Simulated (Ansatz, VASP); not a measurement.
Fe: VASP beside Ansatz

```xyz
1
Lattice="0.0000 1.9673 1.9910 1.5182 0.0000 1.9910 1.5182 1.9673 0.0000" Properties=species:S:1:pos:R:3 pbc="T T T"
Fe    0.0000    0.0000    0.0000
```

Change from the starting cell: volume scaled by 1.04.

Alike in both runs: task single point; functional LDA; k mesh 16 × 16 × 16; occupations fermi-dirac, width 0.05 eV; collinear spin.

|  | VASP | Ansatz |
| --- | --- | --- |
| version | VASP 6.6.1 | Ansatz 0.2.0 |
| potentials or method | VASP PAW LDA potentials, release 64 (Fe), cutoff 520 eV | all-electron LAPW, scalar-relativistic |

```csv
,VASP,Ansatz,Ansatz less VASP
pressure (GPa),-24.0,-23.3,+0.67
"traceless stress, the component that is largest in VASP (GPa)",-4.80,-4.77,+0.029
net moment per atom (μB),2.22,2.25,+0.032
size of the moment on the site where the two differ most (μB),2.20,2.28,+0.086
```

LDA's correlation is that of Perdew and Zunger in VASP and of Perdew and Wang (1992) in Ansatz. Site moments also hang on the region over which each program counts them. Ansatz ran all-electron here, and VASP with PAW potentials.
